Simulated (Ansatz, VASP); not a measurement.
## Br in VASP and in Ansatz

File INCAR:

```
PREC = Accurate
ENCUT = 520
EDIFF = 1E-6
ISMEAR = -1
SIGMA = 0.05
LREAL = F
LASPH = T
NELM = 80
ALGO = Normal
ISIF = 2
LWAVE = F
LCHARG = F
GGA = PE
NBANDS = 22
```

Contents of KPOINTS:

```
Automatic mesh
0
Gamma
  6 6 3
```

Contents of POSCAR:

```
Br
1.0
    3.3632500000     -2.3225500000      0.0000000000
    3.3632500000      2.3225500000      0.0000000000
    0.0000000000      0.0000000000      8.7023000000
Br
4
Direct
    0.3651000000      0.6349000000      0.3901000000
    0.1349000000      0.8651000000      0.8901000000
    0.6349000000      0.3651000000      0.6099000000
    0.8651000000      0.1349000000      0.1099000000
```

input.yaml

```yaml
crystal:
  lattice:
    - [3.36325, -2.32255, 0.0]
    - [3.36325, 2.32255, 0.0]
    - [0.0, 0.0, 8.7023]
  atoms:
    - { symbol: Br, position: [0.3651, 0.6349, 0.3901] }
    - { symbol: Br, position: [0.1349, 0.8651, 0.8901] }
    - { symbol: Br, position: [0.6349, 0.3651, 0.6099] }
    - { symbol: Br, position: [0.8651, 0.1349, 0.1099] }
hamiltonian:
  xc: pbe
  pseudopotentials: { kind: paw }
kpoints:
  mp_grid: { grid: [6, 6, 3] }
scf:
  occupations: { method: fermi_dirac, width: 0.05 }
output:
  forces: true
  stress: true
  eigenvalues: true
  write_density: true
  write_potential: true
  elf: true
  volumetric_format: npy
```

Alike in both runs: task single point; functional PBE; k mesh 6 × 6 × 3; occupations fermi-dirac, width 0.05 eV; no spin polarisation.

|  | VASP | Ansatz |
| --- | --- | --- |
| version | VASP 6.6.1 | Ansatz 0.2.0 |
| potentials or method | VASP PAW PBE potentials, release 64 (Br) | Ansatz PAW |
| plane-wave cutoff (eV) | 520 | 420 |
| valence electrons in the cell | 28 | 28 |

Ansatz gave:

```
gap on the k mesh at the Fermi level (eV)                     : 1.90
least direct gap on the mesh (eV)                             : 1.92
pressure (GPa)                                                : 1.8
traceless stress, the component that is largest in VASP (GPa) : 1.17
rms of the force components (eV/Å)                            : 0.502
```

Question: What did VASP give for the same quantities?

Answer: gap on the k mesh at the Fermi level (eV): 1.90; least direct gap on the mesh (eV): 1.92; pressure (GPa): 1.9; traceless stress, the component that is largest in VASP (GPa): 1.20; rms of the force components (eV/Å): 0.509.

Atom by atom the forces differ by 0.007 eV/Å (rms over components).

Noted on Ansatz's run: odd divisions of the mesh miss points on the zone boundary, where band edges often lie, so the gap on the mesh can be too wide.
